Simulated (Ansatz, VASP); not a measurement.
# Si in VASP and in Ansatz

```xyz
63
Lattice="10.8600 0.0000 0.0000 0.0000 10.8600 0.0000 0.0000 0.0000 10.8600" Properties=species:S:1:pos:R:3 pbc="T T T"
Si    5.4806   -0.0156    0.0322
Si    6.9543    1.1909    1.4183
Si    8.1620    2.6635    0.0322
Si    9.5032    4.0719    1.3619
Si    8.4169   -0.2718    2.7671
Si    9.5201    1.3259    4.1060
Si   -0.2527   -0.2527   -0.0450
Si    1.2002    1.1991    1.3076
Si    2.6620    2.6618    0.0240
Si    4.0728    4.0719    1.3609
Si    5.4835    5.4823    0.0235
Si    6.9455    6.9444    1.3076
Si    8.3984    8.3965   -0.0448
Si    2.6674   -0.0151    2.6924
Si    4.0518    1.3557    4.0302
Si    5.4871    2.6589    2.6963
Si    6.7897    4.0946    4.0304
Si    8.1613    5.4786    2.6923
Si    9.4860    6.8182    4.1053
Si    5.4105    0.0129    5.3992
Si    6.7504    1.3942    6.7462
Si    8.1309    2.7356    5.4003
Si    9.5030    4.0719    6.7877
Si    8.1110    0.0350    8.0841
Si    9.4890    1.3296    9.4758
Si   -0.0162    5.4807    0.0320
Si    1.1914    6.9528    1.4186
Si    2.6650    8.1598    0.0328
Si    4.0732    9.5020    1.3620
Si   -0.0151    2.6651    2.6927
Si    1.3570    4.0490    4.0305
Si    2.6589    5.4848    2.6958
Si    4.0939    6.7876    4.0303
Si    5.4784    8.1585    2.6927
Si    6.8195    9.4818    4.1048
Si    0.0382    0.0376    5.5019
Si    1.3985    1.3976    6.8395
Si    2.7244    2.7221    5.4176
Si    4.0733    4.0718    6.7918
Si    5.4220    5.4213    5.4172
Si    6.7470    6.7465    6.8394
Si    8.1082    8.1057    5.5022
Si    9.5033    9.5017    6.7910
Si    2.7401    0.0126    8.1807
Si    4.0969    1.3548    9.5526
Si    5.4232    2.7209    8.1648
Si    6.7898    4.0463    9.5528
Si    8.1305    5.4028    8.1793
Si    9.5160    6.8140    9.4761
Si   -0.2724    8.4171    2.7661
Si    1.3262    9.5213    4.1040
Si    0.0153    5.4082    5.4000
Si    1.3953    6.7493    6.7466
Si    2.7351    8.1303    5.3994
Si    4.0730    9.5019    6.7880
Si    0.0152    2.7412    8.1799
Si    1.3561    4.0978    9.5531
Si    2.7230    5.4224    8.1646
Si    4.0482    6.7892    9.5528
Si    5.4054    8.1311    8.1810
Si    6.8165    9.5187    9.4774
Si    0.0349    8.1085    8.0850
Si    1.3295    9.4854    9.4776
```

Alike in both runs: functional PBE; k mesh 1 × 1 × 1; occupations gaussian, width 0.02 eV; no spin polarisation.

Ansatz relaxed the structure, and its values are those at the end. VASP's run is a single point on that final structure, the one shown.

```csv
,VASP,Ansatz
version,VASP 6.6.1,Ansatz 0.2.0
potentials or method,"VASP PAW PBE potentials, release 64 (Si), cutoff 520 eV","scalar-relativistic, plane waves, PAW"
valence electrons in the cell,252,252
```

```csv
,VASP,Ansatz,Ansatz less VASP
rms of the force components (eV/Å),0.005,0.004,-0.0006
```
